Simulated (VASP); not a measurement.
A run of VASP 6.6.1 is set up as follows.

Contents of INCAR:

```
ALGO = Normal
EDIFF = 1E-6
ENCUT = 520
GGA = PS
ISIF = 2
ISMEAR = -1
LASPH = True
LCHARG = False
LREAL = False
LWAVE = False
NBANDS = 61
NELM = 60
PREC = Accurate
SIGMA = 0.02
```

Contents of KPOINTS:

```
k-points
0
Gamma
  6 6 4
```

File POSCAR:

```
Ti3SnO8
1.0
    3.2808696713     -3.2782169793      0.0000000000
    3.2808696713      3.2782169793      0.0000000000
    0.0000000000      0.0000000000      6.0217975778
Ti O Sn
3 8 1
Direct
    0.5000000000      0.5000000000      0.2444837152
    0.0000000000      0.0000000000      0.0000000000
    0.5000000000      0.5000000000      0.7555162848
    0.2003731564      0.2003731564      0.2369153985
    0.7996268436      0.7996268436      0.2369153985
    0.6944830675      0.3055169325      0.0000000000
    0.3055169325      0.6944830675      0.0000000000
    0.2003731564      0.2003731564      0.7630846015
    0.7996268436      0.7996268436      0.7630846015
    0.6871405690      0.3128594310      0.5000000000
    0.3128594310      0.6871405690      0.5000000000
    0.0000000000      0.0000000000      0.5000000000
```

Potentials or basis: VASP PAW PBE potentials, release 64 (Ti_sv, O, Sn_d).

Launch:

```sh
$ cat potpaw_PBE.64/Ti_sv/POTCAR potpaw_PBE.64/O/POTCAR potpaw_PBE.64/Sn_d/POTCAR > POTCAR
$ mpirun -np 1 vasp_std > vasp.out
```

Q: Predict the largest force.

A: 0.030 eV/Å.

Q: Predict the band gap on the k mesh.

A: 1.68 eV.

Q: Estimate the pressure.

A: 0.6 GPa.

Forces on the atoms (eV/Å):
```
Ti   0.000  0.000  0.007
Ti   0.000  0.000  0.000
Ti   0.000  0.000 -0.007
O    0.024  0.000 -0.005
O   -0.024  0.000 -0.005
O    0.000 -0.030  0.000
O    0.000  0.030  0.000
O    0.024  0.000  0.005
O   -0.024  0.000  0.005
O    0.000 -0.005  0.000
O    0.000  0.005  0.000
Sn   0.000  0.000  0.000
```

Caveat: the PAW data sets were made with another functional, which shifts forces and pressure a little; spin-orbit coupling is left out, which moves the levels of the heavy elements. A k mesh can miss the band edges.
